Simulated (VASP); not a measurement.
Crystal: ScAl3.

```xyz
4
Lattice="4.0878 0.0000 0.0000 0.0000 4.0878 0.0000 0.0000 0.0000 4.0878" Properties=species:S:1:pos:R:3 pbc="T T T"
Sc    0.0000    0.0000    0.0000
Al    2.0439    0.0000    2.0439
Al    0.0000    2.0439    2.0439
Al    2.0439    2.0439    0.0000
```

* Program: VASP 6.6.1
* Task: relaxation of cell and atoms
* Functional: PBE
* Dispersion: D3(BJ)
* Potentials or basis: VASP PAW PBE potentials, release 64 (Sc_sv, Al)
* Cutoff: 600 eV
* k mesh: 6 × 6 × 6
* Occupations: fermi-dirac, width 0.1 eV
* Spin: no spin polarisation

At the start: pressure -2.5 GPa; volume 17.08 Å³/atom.

Task: How do energy, volume and symmetry change on relaxing?

Result: Over 3 steps the energy falls by 3.6 meV/atom and the volume is 16.61 Å³/atom (-2.7 %); space group Pm-3m (No. 221, to 0.05 Å).

The path:
```
step  energy change (eV)  largest force (eV/Å)  pressure (GPa)  volume (Å³)
   1              0.0000                0.0000           -2.45        68.31
   2             -0.0125                0.0000            1.00        65.76
   3             -0.0146                0.0000            0.00        66.44
```

Final structure:
```
Sc Al
1.0
     4.05028    0.00000    0.00000
     0.00000    4.05028    0.00000
     0.00000    0.00000    4.05028
Sc Al
1 3
Cartesian
  0.0000 0.0000 0.0000
  2.0251 0.0000 2.0251
  0.0000 2.0251 2.0251
  2.0251 2.0251 0.0000
```

Caveat: pairwise dispersion overbinds metals, which lowers pressure and volume.
